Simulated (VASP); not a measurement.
# TiSi2 (Immm) in VASP: single point with PBE

Aim: the single point of TiSi2 with PBE.

Program: VASP 6.6.1. These are calculated values, not measurements. Logs are shortened: lines on timing, memory, paths and dates and some standing lists are left out, and cuts for length are marked.

**1. The cell of the first run**

It takes space group Immm (No. 71, orthorhombic). Conventional cell: a = 2.971 Å, b = 3.069 Å, c = 8.409 Å, α = 90.00°, β = 90.00°, γ = 90.00°. Ti (site symmetry mmm) has 10 Si at 2.57 to 2.77 Å and 4 Ti at 2.97 to 3.07 Å within 3.4 Å. Si (site symmetry mm2) has 9 Si at 2.52 to 3.07 Å and 5 Ti at 2.57 to 2.77 Å within 3.3 Å.

**2. Single point, PBE (strain -0.1000 x Voigt [0, 1, 0, 0, 0, 0])**

File INCAR:

```
SYSTEM = TiSi2
  PREC = Accurate
  ENCUT = 520
  EDIFF = 1E-7
  ISMEAR = 0
  SIGMA = 0.15
  LREAL = .False.
  LASPH = .True.
  NELM = 100
  ALGO = Normal
  ISIF = 2
  LWAVE = .False.
  LCHARG = .False.
  GGA = PE
  NBANDS = 17
```

File KPOINTS:

```
regular mesh
0
Gamma
  22 22 22
  0 0 0
```

File POSCAR:

```
TiSi2
1.0
   -1.4856866039      1.5344170559      4.2047460604
    1.4856866039     -1.5344170559      4.2047460604
    1.4856866039      1.5344170559     -4.2047460604
Ti Si
1 2
Direct
    0.0000000000      0.0000000000      0.0000000000
    0.3296402049      0.3296402049      0.0000000000
    0.6703597951      0.6703597951      0.0000000000
```

Potentials or basis: VASP PAW PBE potentials, release 64 (Ti_sv, Si).

Command:

```sh
$ cat potpaw_PBE.64/Ti_sv/POTCAR potpaw_PBE.64/Si/POTCAR > POTCAR
$ mpirun -np 1 vasp_std > vasp.out
```

OUTCAR:

```text
SYSTEM = TiSi2
   PREC = Accurate
   ENCUT = 520
   EDIFF = 1E-7
   ISMEAR = 0
   LREAL = .False.
   LASPH = .True.
   NELM = 100
   ISIF = 2
   GGA = PE

 ion  position               nearest neighbor table
   1  0.000  0.000  0.000-   3 2.57   3 2.57   3 2.57   2 2.57   2 2.57   2 2.57   3 2.57   2 2.57
                             2 2.77   3 2.77
   2  0.330  0.330  0.000-   3 2.52   3 2.52   3 2.52   3 2.52   1 2.57   1 2.57   1 2.57   1 2.57
                             1 2.77   3 2.87
   3  0.670  0.670  0.000-   2 2.52   2 2.52   2 2.52   2 2.52   1 2.57   1 2.57   1 2.57   1 2.57
                             1 2.77   2 2.87

  LATTYP: Found a body centered orthorhombic cell.
 ALAT       =     2.9713732078
 B/A-ratio  =     1.0327999538
 C/A-ratio  =     2.8301702724

  Lattice vectors:

 A1 = (  -1.4856866039,   1.5344170559,   4.2047460604)
 A2 = (   1.4856866039,  -1.5344170559,   4.2047460604)
 A3 = (   1.4856866039,   1.5344170559,  -4.2047460604)

Analysis of symmetry for initial positions (statically):
=====================================================================
 Subroutine PRICEL returns:
 Original cell was already a primitive cell.

 Routine SETGRP: Setting up the symmetry group for a
 body centered orthorhombic supercell.

 Subroutine GETGRP returns: Found  8 space group operations
 (whereof  8 operations were pure point group operations)
 out of a pool of  8 trial point group operations.

The static configuration has the point symmetry D_2h.

Analysis of symmetry for dynamics (positions and initial velocities):
=====================================================================
 Subroutine PRICEL returns:
 Original cell was already a primitive cell.

 Routine SETGRP: Setting up the symmetry group for a
 body centered orthorhombic supercell.

 Subroutine GETGRP returns: Found  8 space group operations
 (whereof  8 operations were pure point group operations)
 out of a pool of  8 trial point group operations.

The dynamic configuration has the point symmetry D_2h.

 Subroutine INISYM returns: Found  8 space group operations
 (whereof  8 operations are pure point group operations),
 and found     1 'primitive' translations

----------------------------------------------------------------------------------------

                                     Primitive cell

  volume of cell :      38.3416
[... 84 lines left out ...]
   ICHARG =      2    charge: 1-file 2-atom 10-const
   ISPIN  =      1    spin polarized calculation?
   LNONCOLLINEAR =      F non collinear calculations
   LSORBIT =      F    spin-orbit coupling
   LASPH  =      T    aspherical Exc in radial PAW
   ENCUT  =  520.0 eV  38.22 Ry    6.18 a.u.   8.77  8.77  8.77*2*pi/ulx,y,z
   NELM   =    100;   NELMIN=  2; NELMDL= -5     # of ELM steps
   EDIFF  = 0.1E-06   stopping-criterion for ELM
   LREAL  =      F    real-space projection
   EDIFFG = 0.1E-05   stopping-criterion for IOM
   NSW    =      0    number of steps for IOM
   IBRION =     -1    ionic relax: 0-MD 1-quasi-New 2-CG
   NFREE  =      0    steps in history (QN), initial steepest desc. (CG)
   ISIF   =      2    stress and relaxation
   ISYM   =      2    0-nonsym 1-usesym 2-fastsym
   POTIM  = 0.5000    time-step for ionic-motion
   TEBEG  =    0.0;   TEEND  =   0.0 temperature during run
   PSTRESS=    0.0 pullay stress
   NELECT =      20.0000    total number of electrons
   NUPDOWN=      -1.0000    fix difference up-down
   EMIN   =  10.00;   EMAX   =-10.00  energy-range for DOS
   EFERMI =   0.00;   METHOD = LEGACY
   ISMEAR =     0;   SIGMA  =   0.15  broadening in eV -4-tet -1-fermi 0-gaus
   EFERMI_NEDOS =   21; number of points for ismear=-14 and -15
   IALGO  =     38    algorithm
   IMIX   =      4    mixing-type and parameters
     AMIX     =   0.40;   BMIX     =  1.00
     AMIX_MAG =   1.60;   BMIX_MAG =  1.00
  volume/ion in A,a.u.               =      12.78        86.25
  Fermi-wavevector in a.u.,A,eV,Ry     =   1.317836  2.490349 23.629125  1.736692
  Thomas-Fermi vector in A             =   2.447849
   LORBIT       =      0    0 simple, 1 ext, 2 COOP (PROOUT), +10 PAW based schemes
   GGA     = PE    functional components
   LHFCALC =     F    Hartree Fock is set to
   AEXX    =    0.0000 exact exchange contribution
   IVDW    =     0    specifies the selected vdW correction
   LEPSILON=     F    determine dielectric tensor
   LRPA    =     F    only Hartree local field effects (RPA)
 non-spin polarized calculation
 Gauss-broadening in eV      SIGMA  =   0.15
  energy-cutoff  :      520.00
  volume of cell :       38.34
 maximum number of plane-waves:      1052
   NGX = 17   NGY = 17   NGZ = 17

 number of electron      19.9999998 magnetization

 Free energy of the ion-electron system (eV)
  ---------------------------------------------------
  ext. energy  EPLUGINS =         0.00000000
  ---------------------------------------------------
  free energy    TOTEN  =       -19.50169951 eV

  energy without entropy =      -19.48138340  energy(sigma->0) =      -19.49154146

 E-fermi :  11.3120     XC(G=0): -12.1583

 val. band max:       11.3116893178   @ k =   0.0455   0.3182  -0.0000
 cond. band min:      11.3124858099   @ k =   0.2727   0.2727  -0.0000
 fundamental gap:      0.0007964921
 Fermi energy:        11.3119544287

 k-point     1 :       0.0000    0.0000    0.0000
  band No.  band energies     occupation
      1     -44.6818      2.00000
      2     -21.0635      2.00000
      3     -20.8944      2.00000
      4     -20.8255      2.00000
      5      -1.9974      2.00000
      6       6.0573      2.00000
[... 457 lines left out ...]
      4     -20.8081      2.00000
      5       2.0371      2.00000
      6       2.1232      2.00000
[... 9 lines left out ...]
     16      17.5951      0.00000
     17      18.9891      0.00000

 [... further k-points ...]
[... 5 lines left out ...]
  --------------------------------------------------------------------------------------
  -------------------------------------------------------------------------------------
  Total        4.4427978      6.0623676      3.0814348     -0.0000000      0.0000000      0.0000000
  in kB      185.6507652    253.3275721    128.7636210     -0.0000000      0.0000000      0.0000000
  external PRESSURE =     189.2473194 kB  Pullay stress =       0.0000000 kB

 VOLUME and BASIS-vectors are now :
 -----------------------------------------------------------------------------
  energy-cutoff  :      520.00
  volume of cell :       38.34
      direct lattice vectors                 reciprocal lattice vectors
    -1.485686604  1.534417056  4.204746060     0.000000000  0.325856649  0.118913245
     1.485686604 -1.534417056  4.204746060     0.336544732  0.000000000  0.118913245
     1.485686604  1.534417056 -4.204746060     0.336544732  0.325856649  0.000000000

 POSITION                                       TOTAL-FORCE (eV/Angst)
 -----------------------------------------------------------------------------------
      0.00000      0.00000      0.00000         0.000000      0.000000     -0.000000
      0.00000      0.00000      2.77211         0.000000     -0.000000     -0.376090
      0.00000      0.00000      5.63739        -0.000000      0.000000      0.376090
 -----------------------------------------------------------------------------------
    total drift:                                0.000000     -0.000000      0.000000

  FREE ENERGIE OF THE ION-ELECTRON SYSTEM (eV)
  ---------------------------------------------------
  free  energy   TOTEN  =       -19.5016995144 eV

  energy  without entropy=      -19.4813834035  energy(sigma->0) =      -19.49154146
```

Run time: 23 min. Hardware: 1 thread of Intel Xeon Platinum 8259CL at 2.50GHz (Skylake/Cascade Lake), shared host; peak memory 0.99 GiB.

Results:

```yaml
Free_energy: -19.5017 eV
Pressure: 18.9 GPa
Largest_force: 0.376 eV/Å
Band_gap_on_the_k_mesh: zero (band 10 reaches 12.49 eV, above the bottom of band 11 at 10.04 eV)
```

Forces in eV/Å, atoms in the order of the input:
```
Ti   0.000  0.000  0.000
Si   0.000  0.000 -0.376
Si   0.000  0.000  0.376
```

Caveat: the cell differs from its parent crystal (strain -0.1000 x Voigt [0, 1, 0, 0, 0, 0]).
